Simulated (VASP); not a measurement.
# AlN: single point with LDA

The system is AlN.

```
Al N
1.0
     3.07093    0.00000    0.00000
    -1.53546    2.65950    0.00000
     0.00000    0.00000    4.91368
Al N
2 2
Direct
  0.33333 0.66667 0.00000
  0.66667 0.33333 0.50000
  0.33333 0.66667 0.38000
  0.66667 0.33333 0.88000
```

* Program: VASP 6.6.1
* Task: single point
* Functional: LDA
* Potentials or basis: VASP PAW LDA potentials, release 64 (Al, N)
* Cutoff: 600 eV
* k mesh: 7 × 7 × 4
* Occupations: gaussian, width 0.01 eV
* Spin: no spin polarisation
* Dipole correction: no
* Further INCAR settings: ALGO = Normal; EDIFF = 1e-06; NBANDS = 16

```
Pressure               : 4.5 GPa
Largest force          : 0.152 eV/Å
Band gap on the k mesh : 4.61 eV, direct
```

Forces on the atoms (eV/Å):
```
Al   0.000  0.000 -0.152
Al   0.000  0.000 -0.152
N    0.000  0.000  0.152
N    0.000  0.000  0.152
```

Stress tensor (GPa, compression positive):
```
3.98 0.00 0.00
0.00 3.98 0.00
0.00 0.00 5.44
```

Levels at points of the mesh, in eV from the valence-band top:
| k point | band 4 | band 5 | band 6 | band 7 | band 8 | band 9 | band 10 | band 11 | band 12 | band 13 |
| --- | --- | --- | --- | --- | --- | --- | --- | --- | --- | --- |
| (0.00, 0.00, 0.00) | -0.85 | -0.85 | -0.19 | -0.19 | 0.00 | 4.61 | 6.91 | 10.81 | 11.26 | 11.26 |
| (0.00, 0.00, 0.50) | -3.38 | -0.53 | -0.53 | -0.53 | -0.53 | 6.78 | 6.78 | 10.49 | 10.49 | 11.58 |

Run time: 20 s on 1 thread of AMD EPYC 7R43 64-Core Processor (Zen 3), on a shared host, peak memory 0.11 GiB.

LDA gaps usually lie below the measured ones, often by a third to a half.
